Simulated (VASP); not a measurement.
Crystal: CaB6.

```
CELL_PARAMETERS angstrom
4.14664 0.00000 0.00000
0.00000 4.14664 0.00000
0.00000 0.00000 4.14664
ATOMIC_POSITIONS crystal
Ca 0.50000 0.50000 0.50000
B 0.00000 0.00000 0.29837
B 0.00000 0.00000 0.70163
B 0.29837 0.00000 0.00000
B 0.70163 0.00000 0.00000
B 0.00000 0.29837 0.00000
B 0.00000 0.70163 0.00000
```

- Program: VASP 6.6.1
- Task: relaxation of cell and atoms
- Functional: LDA
- Potentials or basis: VASP PAW LDA potentials, release 64 (Ca_sv, B)
- Cutoff: 600 eV
- k mesh: 6 × 6 × 6
- Occupations: fermi-dirac, width 0.02 eV
- Spin: no spin polarisation

At the start: pressure -6.3 GPa; volume 10.19 Å³/atom.

Task: Where does the relaxation end?

Result: Over 5 steps the energy falls by 8.3 meV/atom and the volume is 9.78 Å³/atom (-4.0 %); space group Pm-3m (No. 221, to 0.1 Å) before and after.

Step by step:
```csv
step,energy change (eV),largest force (eV/Å),pressure (GPa),volume (Å³)
1,0.0000,0.1765,-6.33,71.30
2,-0.0252,0.7338,3.78,67.23
3,-0.0519,0.3300,-0.68,68.88
4,-0.0439,0.5193,1.06,67.80
5,-0.0581,0.0000,-0.03,68.45
```

Final structure:
```yaml
crystal:
  lattice:
    - [4.09062, 0.00000, 0.00000]
    - [0.00000, 4.09062, 0.00000]
    - [0.00000, 0.00000, 4.09062]
  atoms:
    - { symbol: Ca, position: [0.50000, 0.50000, 0.50000] }
    - { symbol: B, position: [0.00000, 0.00000, 0.29845] }
    - { symbol: B, position: [0.00000, 0.00000, 0.70155] }
    - { symbol: B, position: [0.29845, 0.00000, 0.00000] }
    - { symbol: B, position: [0.70155, 0.00000, 0.00000] }
    - { symbol: B, position: [0.00000, 0.29845, 0.00000] }
    - { symbol: B, position: [0.00000, 0.70155, 0.00000] }
```
